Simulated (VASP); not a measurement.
## Al2Ru: single point with LDA

Crystal: Al2Ru.

```xyz
6
Lattice="0.0000 4.1432 4.5549 2.2983 0.0000 4.5549 2.2983 4.1432 0.0000" Properties=species:S:1:pos:R:3 pbc="T T T"
Al    1.1492    0.6538    2.2775
Al    1.1492    3.4894    2.2775
Al    2.2983    1.4178    4.5549
Al    2.2983    6.8686    4.5549
Ru    3.4475    6.2148    6.8324
Ru    2.2983    4.1432    4.5549
```

* Program: VASP 6.6.1
* Task: single point
* Functional: LDA
* Potentials or basis: VASP PAW LDA potentials, release 64 (Al, Ru_pv)
* Cutoff: 520 eV
* k mesh: 10 × 10 × 10
* Occupations: gaussian, width 0.03 eV
* Spin: no spin polarisation
* Dipole correction: no
* Further INCAR settings: ALGO = Fast; EDIFF = 1e-07; NBANDS = 29

```json
{
  "Pressure": "-11.5 GPa",
  "Largest force": "0.170 eV/Å",
  "Band gap on the k mesh": "zero (bands 20 and 21 overlap by 0.31 eV)"
}
```

Forces on the atoms (eV/Å):
```
Al   0.000  0.170  0.000
Al   0.000 -0.170  0.000
Al   0.000 -0.170  0.000
Al   0.000  0.170  0.000
Ru   0.000  0.000  0.000
Ru   0.000  0.000  0.000
```

Stress tensor (GPa, compression positive):
```
 -2.06   0.00   0.00
  0.00 -15.05   0.00
  0.00   0.00 -17.24
```

Levels at points of the mesh, in eV from the Fermi level:
```
           k point  band 18  band 19  band 20  band 21  band 22  band 23
(0.00, 0.00, 0.00)    -1.53    -1.25     0.28     1.33     2.30     2.47
(0.50, 0.00, 0.00)    -2.01    -1.14    -0.92     0.22     0.57     1.63
(0.50, 0.50, 0.00)    -1.71    -0.92    -0.92     2.00     2.00     2.30
(0.50, 0.00, 0.50)    -2.09    -1.44    -1.44     1.43     1.43     1.88
(0.00, 0.50, 0.50)    -2.47    -1.25    -1.25     0.34     0.34     4.38
```

It took 8.7 min on 1 thread of Intel(R) Xeon(R) Platinum 8488C (Sapphire Rapids), with other jobs on the host, peak memory 0.45 GiB.

Caveat: the stress differs along the axes, from -17 to -2 GPa.
